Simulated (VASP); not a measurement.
# Fe (Im-3m) in VASP: relaxation of cell and atoms with PBEsol

Aim: the relaxation of cell and atoms of Fe with PBEsol.

Program: VASP 6.6.1. These are calculated values, not measurements. Logs are shortened: lines on timing, memory, paths and dates and some standing lists are left out, and cuts for length are marked.

## (1) The cell of the first run

Symmetry: Im-3m, No. 229, cubic system. The conventional cell has a = 2.886 Å, b = 2.886 Å, c = 2.886 Å, α = 90.00°, β = 90.00°, γ = 90.00°. Within 3.3 Å of Fe (site symmetry m-3m) lie 14 Fe at 2.50 to 2.89 Å.

## (2) Relaxation of cell and atoms, PBEsol, collinear spin, ferromagnetic start

The input, INCAR:

```
  PREC = Accurate
  ENCUT = 600
  EDIFF = 1E-6
  ISMEAR = -1
  SIGMA = 0.08
  LREAL = F
  LASPH = T
  NELM = 150
  ALGO = Normal
  ISIF = 3
  LWAVE = F
  LCHARG = F
  ISPIN = 2
  MAGMOM = 3
  LORBIT = 11
  LMAXMIX = 4
  GGA = PS
  IBRION = 2
  NSW = 100
  EDIFFG = -0.002
```

The input, KPOINTS:

```
Automatic mesh
0
Gamma
  24 24 24
```

The input, POSCAR:

```
Fe
1.0
   -1.4430000000      1.4430000000      1.4430000000
    1.4430000000     -1.4430000000      1.4430000000
    1.4430000000      1.4430000000     -1.4430000000
Fe
1
Direct
    0.0000000000      0.0000000000      0.0000000000
```

Potentials or basis: VASP PAW PBE potentials, release 64 (Fe).

The run is started by

```console
cat potpaw_PBE.64/Fe/POTCAR > POTCAR
mpirun -np 1 vasp_std > vasp.out
```

OUTCAR:

```text
PREC = Accurate
   ENCUT = 600
   EDIFF = 1E-6
   ISMEAR = -1
   LREAL = F
   LASPH = T
   NELM = 150
   ISIF = 3
   ISPIN = 2
   LORBIT = 11
   GGA = PS
   IBRION = 2
   NSW = 100
   EDIFFG = -0.002

 ion  position               nearest neighbor table
   1  0.000  0.000  0.000-

  LATTYP: Found a body centered cubic cell.
 ALAT       =     2.8860000000

  Lattice vectors:

 A1 = (  -1.4430000000,   1.4430000000,   1.4430000000)
 A2 = (   1.4430000000,  -1.4430000000,   1.4430000000)
 A3 = (   1.4430000000,   1.4430000000,  -1.4430000000)

Analysis of symmetry for initial positions (statically):
=====================================================================
 Subroutine PRICEL returns:
 Original cell was already a primitive cell.

 Routine SETGRP: Setting up the symmetry group for a
 body centered cubic supercell.

 Subroutine GETGRP returns: Found 48 space group operations
 (whereof 48 operations were pure point group operations)
 out of a pool of 48 trial point group operations.

The static configuration has the point symmetry O_h .

Analysis of symmetry for dynamics (positions and initial velocities):
=====================================================================
 Subroutine PRICEL returns:
 Original cell was already a primitive cell.

 Routine SETGRP: Setting up the symmetry group for a
 body centered cubic supercell.

 Subroutine GETGRP returns: Found 48 space group operations
 (whereof 48 operations were pure point group operations)
 out of a pool of 48 trial point group operations.

The dynamic configuration has the point symmetry O_h .

Analysis of structural, dynamic, and magnetic symmetry:
=====================================================================
 Subroutine PRICEL returns:
 Original cell was already a primitive cell.

 Routine SETGRP: Setting up the symmetry group for a
 body centered cubic supercell.

 Subroutine GETGRP returns: Found 48 space group operations
 (whereof 48 operations were pure point group operations)
 out of a pool of 48 trial point group operations.

The overall configuration has the point symmetry O_h .

 Subroutine INISYM returns: Found 48 space group operations
 (whereof 48 operations are pure point group operations),
 and found     1 'primitive' translations

----------------------------------------------------------------------------------------

                                     Primitive cell

  volume of cell :      12.0187

  direct lattice vectors                    reciprocal lattice vectors
    -1.443000000  1.443000000  1.443000000     0.000000000  0.346500347  0.346500347
     1.443000000 -1.443000000  1.443000000     0.346500347  0.000000000  0.346500347
     1.443000000  1.443000000 -1.443000000     0.346500347  0.346500347  0.000000000

  length of vectors
     2.499349315  2.499349315  2.499349315     0.490025489  0.490025489  0.490025489

  position of ions in fractional coordinates (direct lattice)
     0.000000000  0.000000000  0.000000000

  ion indices of the primitive-cell ions
   primitive index   ion index
                 1           1

----------------------------------------------------------------------------------------

 KPOINTS: Automatic mesh

Automatic generation of k-mesh.
 Grid dimensions read from file:
 generate k-points for:   24   24   24

 Generating k-lattice:

  Cartesian coordinates                     Fractional coordinates (reciprocal lattice)
     0.000000000  0.014437514  0.014437514     0.041666667  0.000000000  0.000000000
     0.014437514  0.000000000  0.014437514     0.000000000  0.041666667  0.000000000
     0.014437514  0.014437514  0.000000000     0.000000000  0.000000000  0.041666667

  Length of vectors
     0.020417729  0.020417729  0.020417729

  Shift w.r.t. Gamma in fractional coordinates (k-lattice)
     0.000000000  0.000000000  0.000000000

 Subroutine IBZKPT returns following result:
 ===========================================

 Found    413 irreducible k-points:

 Following reciprocal coordinates:
            Coordinates               Weight
  0.000000  0.000000  0.000000      1.000000
  0.041667  0.000000  0.000000     12.000000
  0.083333  0.000000  0.000000     12.000000
  0.125000  0.000000  0.000000     12.000000
  0.166667  0.000000  0.000000     12.000000
  0.208333  0.000000  0.000000     12.000000
[... 16 lines left out ...]
  0.416667  0.041667 -0.000000     48.000000
  0.458333  0.041667  0.000000     48.000000
 [... further k-points ...]
   k-points           NKPTS =    413   k-points in BZ     NKDIM =    413   number of bands    NBANDS=     10
   number of dos      NEDOS =    301   number of ions     NIONS =      1
   total plane-waves  NPLWV =   8000
   dimension x,y,z NGX =    20 NGY =   20 NGZ =   20
   dimension x,y,z NGXF=    40 NGYF=   40 NGZF=   40
   ions per type =               1
   NGX,Y,Z   is equivalent  to a cutoff of  13.30, 13.30, 13.30 a.u.
   NGXF,Y,Z  is equivalent  to a cutoff of  26.61, 26.61, 26.61 a.u.
 SYSTEM =  unknown system
   PREC   = accura    normal or accurate (medium, high low for compatibility)
   ISTART =      0    job   : 0-new  1-cont  2-samecut
   ICHARG =      2    charge: 1-file 2-atom 10-const
   ISPIN  =      2    spin polarized calculation?
   LNONCOLLINEAR =      F non collinear calculations
   LSORBIT =      F    spin-orbit coupling
   LASPH  =      T    aspherical Exc in radial PAW
   ENCUT  =  600.0 eV  44.10 Ry    6.64 a.u.   4.99  4.99  4.99*2*pi/ulx,y,z
   NELM   =    150;   NELMIN=  2; NELMDL= -5     # of ELM steps
   EDIFF  = 0.1E-05   stopping-criterion for ELM
   LREAL  =      F    real-space projection
   EDIFFG = -.2E-02   stopping-criterion for IOM
   NSW    =    100    number of steps for IOM
   IBRION =      2    ionic relax: 0-MD 1-quasi-New 2-CG
   NFREE  =      1    steps in history (QN), initial steepest desc. (CG)
   ISIF   =      3    stress and relaxation
   ISYM   =      2    0-nonsym 1-usesym 2-fastsym
   POTIM  = 0.5000    time-step for ionic-motion
   TEBEG  =    0.0;   TEEND  =   0.0 temperature during run
   PSTRESS=    0.0 pullay stress
   NELECT =       8.0000    total number of electrons
   NUPDOWN=      -1.0000    fix difference up-down
   EMIN   =  10.00;   EMAX   =-10.00  energy-range for DOS
   EFERMI =   0.00;   METHOD = LEGACY
   ISMEAR =    -1;   SIGMA  =   0.08  broadening in eV -4-tet -1-fermi 0-gaus
   EFERMI_NEDOS =   21; number of points for ismear=-14 and -15
   IALGO  =     38    algorithm
   IMIX   =      4    mixing-type and parameters
     AMIX     =   0.40;   BMIX     =  1.00
     AMIX_MAG =   1.60;   BMIX_MAG =  1.00
  volume/ion in A,a.u.               =      12.02        81.11
  Fermi-wavevector in a.u.,A,eV,Ry     =   1.429394  2.701162 27.798962  2.043166
  Thomas-Fermi vector in A             =   2.549352
   LORBIT       =     11    0 simple, 1 ext, 2 COOP (PROOUT), +10 PAW based schemes
   GGA     = PS    functional components
   LHFCALC =     F    Hartree Fock is set to
   AEXX    =    0.0000 exact exchange contribution
   IVDW    =     0    specifies the selected vdW correction
   LEPSILON=     F    determine dielectric tensor
   LRPA    =     F    only Hartree local field effects (RPA)
 conjugate gradient relaxation of ions
 spin polarized calculation
  energy-cutoff  :      600.00
  volume of cell :       12.02
 maximum number of plane-waves:       420
   NGX =  9   NGY =  9   NGZ =  9

--------------------------------------- Ionic step        1  -------------------------------------------

 number of electron       7.9999995 magnetization       2.2918467

 Free energy of the ion-electron system (eV)
  ---------------------------------------------------
  ext. energy  EPLUGINS =         0.00000000
  ---------------------------------------------------
  free energy    TOTEN  =        -8.85494102 eV

  energy without entropy =       -8.83280151  energy(sigma->0) =       -8.84387126

------------------------ aborting loop because EDIFF is reached ----------------------------------------

  FORCE on cell =-STRESS in cart. coord.  units (eV):
  Direction    XX          YY          ZZ          XY          YZ          ZX
  --------------------------------------------------------------------------------------
  -------------------------------------------------------------------------------------
  Total       -1.3348615     -1.3348615     -1.3348615      0.0000000      0.0000000     -0.0000000
  in kB     -177.9458226   -177.9458226   -177.9458226      0.0000000      0.0000000     -0.0000000
  external PRESSURE =    -177.9458226 kB  Pullay stress =       0.0000000 kB
[... 195 lines left out ...]
  energy  without entropy=       -8.9080047128  energy(sigma->0) =       -8.91826924

--------------------------------------- Ionic step        7  -------------------------------------------

 number of electron       8.0000000 magnetization       2.0988890

 Free energy of the ion-electron system (eV)
  ---------------------------------------------------
  ext. energy  EPLUGINS =         0.00000000
  ---------------------------------------------------
  free energy    TOTEN  =        -8.92855908 eV

  energy without entropy =       -8.90807782  energy(sigma->0) =       -8.91831845

 E-fermi :   6.2212     XC(G=0): -13.5608

 val. band max:        6.2198510444   @ k =   0.2917   0.0833   0.0000
 cond. band min:       6.2257520654   @ k =  -0.3750   0.5000   0.2500
 fundamental gap:      0.0059010211
 Fermi energy:         6.2211678748

 spin component 1

 k-point     1 :       0.0000    0.0000    0.0000
  band No.  band energies     occupation
      1      -2.6289      1.00000
      2       3.7873      1.00000
      3       3.7873      1.00000
      4       3.7873      1.00000
      5       5.1498      1.00000
      6       5.1498      1.00000
      7      31.5957      0.00000
      8      31.5957      0.00000
      9      31.5957      0.00000
     10      37.0248      0.00000
[... 287 lines left out ...]
 k-point    24 :       0.4583    0.0417    0.0000
  band No.  band energies     occupation
      1       1.0030      1.00000
      2       2.6198      1.00000
      3       5.1863      1.00000
      4       5.2521      0.99999
      5       6.1832      0.61646
      6       7.2063      0.00000
      7      14.0828      0.00000
      8      24.6290      0.00000
      9      26.7730      0.00000
     10      30.7312      0.00000

 [... further k-points ...]

 spin component 2

 k-point     1 :       0.0000    0.0000    0.0000
  band No.  band energies     occupation
      1      -2.3628      1.00000
      2       5.6166      0.99948
      3       5.6167      0.99948
      4       5.6167      0.99948
      5       7.7160      0.00000
      6       7.7160      0.00000
      7      31.5246      0.00000
      8      31.5247      0.00000
      9      31.5247      0.00000
     10      37.3505      0.00000
[... 287 lines left out ...]
 k-point    24 :       0.4583    0.0417    0.0000
  band No.  band energies     occupation
      1       2.2491      1.00000
      2       4.2607      1.00000
      3       6.5941      0.00936
      4       7.5852      0.00000
      5       8.0747      0.00000
      6       8.9626      0.00000
      7      15.4151      0.00000
      8      24.8497      0.00000
      9      27.3641      0.00000
     10      31.3087      0.00000

 [... further k-points ...]

------------------------ aborting loop because EDIFF is reached ----------------------------------------

  FORCE on cell =-STRESS in cart. coord.  units (eV):
  Direction    XX          YY          ZZ          XY          YZ          ZX
  --------------------------------------------------------------------------------------
  -------------------------------------------------------------------------------------
  Total        0.0006561      0.0006561      0.0006561      0.0000000     -0.0000000      0.0000000
  in kB        0.0971967      0.0971967      0.0971967      0.0000000     -0.0000000      0.0000000
  external PRESSURE =       0.0971967 kB  Pullay stress =       0.0000000 kB
[... 16 lines left out ...]
  FREE ENERGIE OF THE ION-ELECTRON SYSTEM (eV)
  ---------------------------------------------------
  free  energy   TOTEN  =        -8.9285590768 eV

  energy  without entropy=       -8.9080778226  energy(sigma->0) =       -8.91831845

 reached required accuracy - stopping structural energy minimisation

 total charge

# of ion       s       p       d       tot
------------------------------------------
    1        0.511   0.590   6.279   7.381

 magnetization (x)

# of ion       s       p       d       tot
------------------------------------------
    1       -0.012  -0.049   2.142   2.080
```

It took 3.6 min on 1 thread of Intel Xeon Platinum 8488C (Sapphire Rapids), shared host; peak memory 0.23 GiB.

What came out:

| Quantity | Value |
| --- | --- |
| Free energy | -8.9286 eV |
| Relaxed volume | 10.82 Å³/atom |
| Relaxed cell | a = 2.413 Å, b = 2.413 Å, c = 2.413 Å, α = 109.47°, β = 109.47°, γ = 109.47° |
| Space group after relaxing (to 0.1 Å) | Im-3m (No. 229) |
| Energy gained by relaxing | 73.6 meV/atom |
| Ionic steps | 7 |
| Pressure after relaxing | 0.0 GPa |
| Net moment | 2.10 μB per cell |
| Site moments | Fe +2.08 μB |
| Valence electrons inside the program's atomic spheres | Fe 7.38 |

Step by step:
| step | energy change (eV) | largest force (eV/Å) | pressure (GPa) | volume (Å³) |
| --- | --- | --- | --- | --- |
| 1 | 0.0000 | 0.0000 | -17.79 | 12.02 |
| 2 | -0.0004 | 0.0000 | 26.36 | 9.84 |
| 3 | -0.0736 | 0.0000 | -0.47 | 10.84 |
| 4 | -0.0736 | 0.0000 | -0.05 | 10.82 |
| 5 | -0.0736 | 0.0000 | 0.43 | 10.79 |
| 6 | -0.0736 | 0.0000 | -0.36 | 10.84 |
| 7 | -0.0736 | 0.0000 | 0.01 | 10.82 |

Final structure:
```
CELL_PARAMETERS angstrom
-1.39313 1.39313 1.39313
1.39313 -1.39313 1.39313
1.39313 1.39313 -1.39313
ATOMIC_POSITIONS crystal
Fe 0.00000 0.00000 0.00000
```

Levels at points of the mesh, in eV from the Fermi level:
Spin up:
| k point | band 1 | band 2 | band 3 | band 4 | band 5 | band 6 | band 7 | band 8 | band 9 | band 10 |
| --- | --- | --- | --- | --- | --- | --- | --- | --- | --- | --- |
| (0.00, 0.00, 0.00) | -8.85 | -2.43 | -2.43 | -2.43 | -1.07 | -1.07 | 25.37 | 25.37 | 25.37 | 30.80 |
| (0.50, 0.00, 0.00) | -5.26 | -3.61 | -1.01 | -0.86 | 0.38 | 0.49 | 7.75 | 18.67 | 20.89 | 24.12 |
| (0.50, 0.50, 0.50) | -5.18 | -5.18 | 0.19 | 0.19 | 0.19 | 10.16 | 10.16 | 10.16 | 16.10 | 16.10 |
Spin down:
| k point | band 1 | band 2 | band 3 | band 4 | band 5 | band 6 | band 7 | band 8 |
| --- | --- | --- | --- | --- | --- | --- | --- | --- |
| (0.00, 0.00, 0.00) | -8.58 | -0.60 | -0.60 | -0.60 | 1.49 | 1.49 | 25.30 | 25.30 |
| (0.50, 0.00, 0.00) | -4.01 | -1.97 | 0.62 | 1.37 | 1.77 | 2.61 | 9.10 | 18.83 |
| (0.50, 0.50, 0.50) | -3.46 | -3.46 | 2.28 | 2.28 | 2.28 | 10.52 | 10.52 | 10.52 |

Caveat: the PAW data sets were made with another functional, which shifts forces and pressure a little.
